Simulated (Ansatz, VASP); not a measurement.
Two plane-wave programs on TaN

```
Ta N
1.0
     0.00000    2.19408    2.19408
     2.19408    0.00000    2.19408
     2.19408    2.19408    0.00000
Ta N
1 1
Cartesian
  2.1941 2.1941 2.1941
  0.0000 0.0000 0.0000
```

Alike in both runs: functional r2SCAN; dispersion D4; k mesh 10 × 10 × 10; no spin polarisation.

Ansatz relaxed the structure, and its values are those at the end. VASP's run is a single point on that final structure, the one shown.

|  | VASP | Ansatz |
| --- | --- | --- |
| version | VASP 6.6.1 | Ansatz 0.2.0 |
| potentials or method | VASP PAW PBE potentials, release 64 (Ta_pv, N), cutoff 520 eV | plane waves, PAW |
| occupations | methfessel-paxton of order 1, width 0.05 eV | cold, width 0.05 eV |
| valence electrons in the cell | 16 | 18 |

|  | VASP | Ansatz | Ansatz less VASP |
| --- | --- | --- | --- |
| pressure (GPa) | 2.0 | 0.0 | -1.99 |

VASP's potentials were made for PBE, not for r2SCAN. VASP's potentials hold 16 valence electrons a cell and Ansatz's 18, so a difference there can come from the potentials and not from the codes.

Spin-orbit coupling is off throughout.
